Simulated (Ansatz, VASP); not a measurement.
Two plane-wave programs on RbGeN

```
CELL_PARAMETERS angstrom
1.50916 -6.81605 0.00000
1.50916 6.81605 0.00000
0.00000 0.00000 5.75974
ATOMIC_POSITIONS crystal
Rb 0.32842 0.67158 0.25000
Rb 0.67158 0.32842 0.75000
Ge 0.44603 0.55397 0.75000
Ge 0.55397 0.44603 0.25000
N 0.00000 0.00000 0.50000
N 0.00000 0.00000 0.00000
```

Change from the starting cell: species swapped into the YAlGe type (Cmcm, No. 63).

Alike in both runs: functional PBE; k mesh 4 × 4 × 4; occupations gaussian, width 0.1 eV; no spin polarisation.

Ansatz relaxed the structure, and its values are those at the end. VASP's run is a single point on that final structure, the one shown.

|  | VASP | Ansatz |
| --- | --- | --- |
| version | VASP 6.6.1 | Ansatz 0.2.0 |
| potentials or method | VASP PAW PBE potentials, release 64 (Rb_sv, Ge_d, N), cutoff 520 eV | scalar-relativistic, plane waves, PAW |
| valence electrons in the cell | 56 | 56 |

|  | VASP | Ansatz | Ansatz less VASP |
| --- | --- | --- | --- |
| gap on the k mesh at the Fermi level (eV) | none | none | - |
| pressure (GPa) | 0.2 | 0.0 | -0.19 |
| rms of the force components (eV/Å) | 0.018 | 0.011 | -0.0066 |

A gap of «none» marks a metal or a gap that the smearing closes. With one functional, cell and mesh, what is left measures potentials, basis and numerics.

The k mesh is coarse, so the values compare programs but aren't converged.
